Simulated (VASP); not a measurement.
# Zr (Im-3m) in VASP: notebook

The runs below take Zr through single point, with PBE.

Program: VASP 6.6.1. These are calculated values, not measurements. Logs are shortened: lines on timing, memory, paths and dates and some standing lists are left out, and cuts for length are marked.

### Step 1. The cell of the first run

The structure is cubic, space group Im-3m (No. 229). Conventional cell: a = 3.596 Å, b = 3.596 Å, c = 3.596 Å, α = 90.00°, β = 90.00°, γ = 90.00°. Within 4.1 Å of Zr (site symmetry m-3m) lie 14 Zr at 3.11 to 3.60 Å.

### Step 2. Single point, PBE (volume scaled by 0.98)

INCAR reads:

```
SYSTEM = Zr
  PREC = Accurate
  ENCUT = 520
  EDIFF = 1E-6
  ISMEAR = -1
  SIGMA = 0.08
  LREAL = .FALSE.
  LASPH = .TRUE.
  NELM = 60
  ALGO = Normal
  ISIF = 2
  LWAVE = .FALSE.
  LCHARG = .FALSE.
  GGA = PE
  NBANDS = 12
```

KPOINTS reads:

```
regular mesh
0
G
  14 14 14
  0 0 0
```

POSCAR reads:

```
Zr
1.0
   -1.7978519830      1.7978519830      1.7978519830
    1.7978519830     -1.7978519830      1.7978519830
    1.7978519830      1.7978519830     -1.7978519830
Zr
1
Direct
    0.0000000000      0.0000000000      0.0000000000
```

Potentials or basis: VASP PAW PBE potentials, release 64 (Zr_sv).

Started as:

```
$ cat potpaw_PBE.64/Zr_sv/POTCAR > POTCAR
$ mpirun -np 1 vasp_std > vasp.out
```

OUTCAR:

```text
SYSTEM = Zr
   PREC = Accurate
   ENCUT = 520
   EDIFF = 1E-6
   ISMEAR = -1
   LREAL = .FALSE.
   LASPH = .TRUE.
   NELM = 60
   ISIF = 2
   GGA = PE

 ion  position               nearest neighbor table
   1  0.000  0.000  0.000-

  LATTYP: Found a body centered cubic cell.
 ALAT       =     3.5957039660

  Lattice vectors:

 A1 = (  -1.7978519830,   1.7978519830,   1.7978519830)
 A2 = (   1.7978519830,  -1.7978519830,   1.7978519830)
 A3 = (   1.7978519830,   1.7978519830,  -1.7978519830)

Analysis of symmetry for initial positions (statically):
=====================================================================
 Subroutine PRICEL returns:
 Original cell was already a primitive cell.

 Routine SETGRP: Setting up the symmetry group for a
 body centered cubic supercell.

 Subroutine GETGRP returns: Found 48 space group operations
 (whereof 48 operations were pure point group operations)
 out of a pool of 48 trial point group operations.

The static configuration has the point symmetry O_h .

Analysis of symmetry for dynamics (positions and initial velocities):
=====================================================================
 Subroutine PRICEL returns:
 Original cell was already a primitive cell.

 Routine SETGRP: Setting up the symmetry group for a
 body centered cubic supercell.

 Subroutine GETGRP returns: Found 48 space group operations
 (whereof 48 operations were pure point group operations)
 out of a pool of 48 trial point group operations.

The dynamic configuration has the point symmetry O_h .

 Subroutine INISYM returns: Found 48 space group operations
 (whereof 48 operations are pure point group operations),
 and found     1 'primitive' translations

----------------------------------------------------------------------------------------

                                     Primitive cell

  volume of cell :      23.2446

  direct lattice vectors                    reciprocal lattice vectors
    -1.797851983  1.797851983  1.797851983     0.000000000  0.278109658  0.278109658
     1.797851983 -1.797851983  1.797851983     0.278109658  0.000000000  0.278109658
     1.797851983  1.797851983 -1.797851983     0.278109658  0.278109658  0.000000000

  length of vectors
     3.113970979  3.113970979  3.113970979     0.393306450  0.393306450  0.393306450

  position of ions in fractional coordinates (direct lattice)
     0.000000000  0.000000000  0.000000000

  ion indices of the primitive-cell ions
   primitive index   ion index
                 1           1

----------------------------------------------------------------------------------------

 KPOINTS: regular mesh

Automatic generation of k-mesh.
 Grid dimensions read from file:
 generate k-points for:   14   14   14

 Generating k-lattice:

  Cartesian coordinates                     Fractional coordinates (reciprocal lattice)
     0.000000000  0.019864976  0.019864976     0.071428571  0.000000000  0.000000000
     0.019864976  0.000000000  0.019864976     0.000000000  0.071428571  0.000000000
     0.019864976  0.019864976  0.000000000     0.000000000  0.000000000  0.071428571

  Length of vectors
     0.028093318  0.028093318  0.028093318

  Shift w.r.t. Gamma in fractional coordinates (k-lattice)
     0.000000000  0.000000000  0.000000000

 Subroutine IBZKPT returns following result:
 ===========================================

 Found    104 irreducible k-points:

 Following reciprocal coordinates:
            Coordinates               Weight
  0.000000  0.000000  0.000000      1.000000
  0.071429  0.000000  0.000000     12.000000
  0.142857  0.000000  0.000000     12.000000
  0.214286  0.000000  0.000000     12.000000
  0.285714  0.000000  0.000000     12.000000
  0.357143  0.000000  0.000000     12.000000
[... 16 lines left out ...]
  0.285714  0.285714  0.000000     24.000000
  0.357143  0.285714  0.000000     24.000000
 [... further k-points ...]
   k-points           NKPTS =    104   k-points in BZ     NKDIM =    104   number of bands    NBANDS=     12
   number of dos      NEDOS =    301   number of ions     NIONS =      1
   total plane-waves  NPLWV =  13824
   dimension x,y,z NGX =    24 NGY =   24 NGZ =   24
   dimension x,y,z NGXF=    48 NGYF=   48 NGZF=   48
   ions per type =               1
   NGX,Y,Z   is equivalent  to a cutoff of  12.81, 12.81, 12.81 a.u.
   NGXF,Y,Z  is equivalent  to a cutoff of  25.63, 25.63, 25.63 a.u.
 SYSTEM =  Zr
   PREC   = accura    normal or accurate (medium, high low for compatibility)
   ISTART =      0    job   : 0-new  1-cont  2-samecut
   ICHARG =      2    charge: 1-file 2-atom 10-const
   ISPIN  =      1    spin polarized calculation?
   LNONCOLLINEAR =      F non collinear calculations
   LSORBIT =      F    spin-orbit coupling
   LASPH  =      T    aspherical Exc in radial PAW
   ENCUT  =  520.0 eV  38.22 Ry    6.18 a.u.   5.79  5.79  5.79*2*pi/ulx,y,z
   NELM   =     60;   NELMIN=  2; NELMDL= -5     # of ELM steps
   EDIFF  = 0.1E-05   stopping-criterion for ELM
   LREAL  =      F    real-space projection
   EDIFFG = 0.1E-04   stopping-criterion for IOM
   NSW    =      0    number of steps for IOM
   IBRION =     -1    ionic relax: 0-MD 1-quasi-New 2-CG
   NFREE  =      0    steps in history (QN), initial steepest desc. (CG)
   ISIF   =      2    stress and relaxation
   ISYM   =      2    0-nonsym 1-usesym 2-fastsym
   POTIM  = 0.5000    time-step for ionic-motion
   TEBEG  =    0.0;   TEEND  =   0.0 temperature during run
   PSTRESS=    0.0 pullay stress
   NELECT =      12.0000    total number of electrons
   NUPDOWN=      -1.0000    fix difference up-down
   EMIN   =  10.00;   EMAX   =-10.00  energy-range for DOS
   EFERMI =   0.00;   METHOD = LEGACY
   ISMEAR =    -1;   SIGMA  =   0.08  broadening in eV -4-tet -1-fermi 0-gaus
   EFERMI_NEDOS =   21; number of points for ismear=-14 and -15
   IALGO  =     38    algorithm
   IMIX   =      4    mixing-type and parameters
     AMIX     =   0.40;   BMIX     =  1.00
     AMIX_MAG =   1.60;   BMIX_MAG =  1.00
  volume/ion in A,a.u.               =      23.24       156.86
  Fermi-wavevector in a.u.,A,eV,Ry     =   1.313292  2.481762 23.466458  1.724736
  Thomas-Fermi vector in A             =   2.443625
   LORBIT       =      0    0 simple, 1 ext, 2 COOP (PROOUT), +10 PAW based schemes
   GGA     = PE    functional components
   LHFCALC =     F    Hartree Fock is set to
   AEXX    =    0.0000 exact exchange contribution
   IVDW    =     0    specifies the selected vdW correction
   LEPSILON=     F    determine dielectric tensor
   LRPA    =     F    only Hartree local field effects (RPA)
 non-spin polarized calculation
  energy-cutoff  :      520.00
  volume of cell :       23.24
 maximum number of plane-waves:       642
   NGX = 11   NGY = 11   NGZ = 11

 number of electron      12.0000000 magnetization

 Free energy of the ion-electron system (eV)
  ---------------------------------------------------
  ext. energy  EPLUGINS =         0.00000000
  ---------------------------------------------------
  free energy    TOTEN  =        -8.45372156 eV

  energy without entropy =       -8.41415309  energy(sigma->0) =       -8.43393733

 E-fermi :   8.7294     XC(G=0): -11.0837

 val. band max:        8.7268745855   @ k =   0.2143   0.0714   0.0714
 cond. band min:       8.7380740027   @ k =  -0.4286  -0.4286   0.1429
 fundamental gap:      0.0111994173
 Fermi energy:         8.7294063348

 k-point     1 :       0.0000    0.0000    0.0000
  band No.  band energies     occupation
      1     -39.7614      2.00000
      2     -17.2727      2.00000
      3     -17.2727      2.00000
      4     -17.2727      2.00000
      5       3.3579      2.00000
      6       9.8532      0.00000
      7       9.8532      0.00000
      8       9.8532      0.00000
      9      12.3272      0.00000
     10      12.3272      0.00000
     11      21.1223      0.00000
     12      21.1223      0.00000

 k-point     2 :       0.0714    0.0000    0.0000
  band No.  band energies     occupation
      1     -39.7539      2.00000
      2     -17.3241      2.00000
      3     -17.2884      2.00000
      4     -17.2730      2.00000
      5       3.5318      2.00000
      6       9.7372      0.00001
      7       9.8141      0.00000
      8      10.0213      0.00000
      9      12.1497      0.00000
     10      12.3259      0.00000
     11      21.2730      0.00000
     12      21.4359      0.00000

 k-point     3 :       0.1429    0.0000    0.0000
  band No.  band energies     occupation
      1     -39.7331      2.00000
      2     -17.4660      2.00000
      3     -17.3321      2.00000
      4     -17.2741      2.00000
      5       4.0226      2.00000
      6       9.4340      0.00030
      7       9.6371      0.00002
      8      10.5163      0.00000
      9      11.8629      0.00000
     10      12.3382      0.00000
     11      21.5767      0.00000
     12      22.3274      0.00000
[... 286 lines left out ...]
 k-point    23 :       0.2857    0.2857    0.0000
  band No.  band energies     occupation
      1     -39.5959      2.00000
      2     -18.0515      2.00000
      3     -17.7932      2.00000
      4     -17.3877      2.00000
      5       7.2468      2.00000
      6       8.0674      1.99949
      7       8.7086      1.12960
      8      12.3026      0.00000
      9      12.9452      0.00000
     10      16.7973      0.00000
     11      17.7328      0.00000
     12      19.8739      0.00000

 k-point    24 :       0.3571    0.2857    0.0000
  band No.  band energies     occupation
      1     -39.5912      2.00000
      2     -18.0145      2.00000
      3     -17.8655      2.00000
      4     -17.3927      2.00000
      5       7.3467      2.00000
      6       8.1822      1.99786
      7       8.5765      1.74226
      8      12.4921      0.00000
      9      12.9029      0.00000
     10      17.2137      0.00000
     11      17.6767      0.00000
     12      19.1163      0.00000

 [... further k-points ...]
[... 5 lines left out ...]
  --------------------------------------------------------------------------------------
  -------------------------------------------------------------------------------------
  Total       -0.2034696     -0.2034696     -0.2034696      0.0000000      0.0000000      0.0000000
  in kB      -14.0245334    -14.0245334    -14.0245334      0.0000000      0.0000000      0.0000000
  external PRESSURE =     -14.0245334 kB  Pullay stress =       0.0000000 kB

 VOLUME and BASIS-vectors are now :
 -----------------------------------------------------------------------------
  energy-cutoff  :      520.00
  volume of cell :       23.24
      direct lattice vectors                 reciprocal lattice vectors
    -1.797851983  1.797851983  1.797851983     0.000000000  0.278109658  0.278109658
     1.797851983 -1.797851983  1.797851983     0.278109658  0.000000000  0.278109658
     1.797851983  1.797851983 -1.797851983     0.278109658  0.278109658  0.000000000

 POSITION                                       TOTAL-FORCE (eV/Angst)
 -----------------------------------------------------------------------------------
      0.00000      0.00000      0.00000         0.000000     -0.000000      0.000000
 -----------------------------------------------------------------------------------
    total drift:                                0.000000      0.000000      0.000000

  FREE ENERGIE OF THE ION-ELECTRON SYSTEM (eV)
  ---------------------------------------------------
  free  energy   TOTEN  =        -8.4537215604 eV

  energy  without entropy=       -8.4141530939  energy(sigma->0) =       -8.43393733
```

Wall time 21 s (1 thread of Intel Xeon 8259CL, shared host); peak memory 0.16 GiB.

What came out:

- Free energy: -8.4537 eV
- Pressure: -1.4 GPa
- Band gap on the k mesh: zero (band 6 reaches 9.85 eV, above the bottom of band 7 at 8.09 eV)

Levels at points of the mesh, in eV from the Fermi level:
```tsv
k point	band 3	band 4	band 5	band 6	band 7	band 8	band 9	band 10
(0.00, 0.00, 0.00)	-26.00	-26.00	-5.37	1.12	1.12	1.12	3.60	3.60
(0.50, 0.00, 0.00)	-26.31	-26.01	-2.78	-0.66	1.60	3.59	4.26	6.31
(0.50, 0.50, 0.50)	-26.67	-26.67	-2.54	-2.54	5.64	5.64	5.64	7.41
```

(Continued in part 2 of 3.)
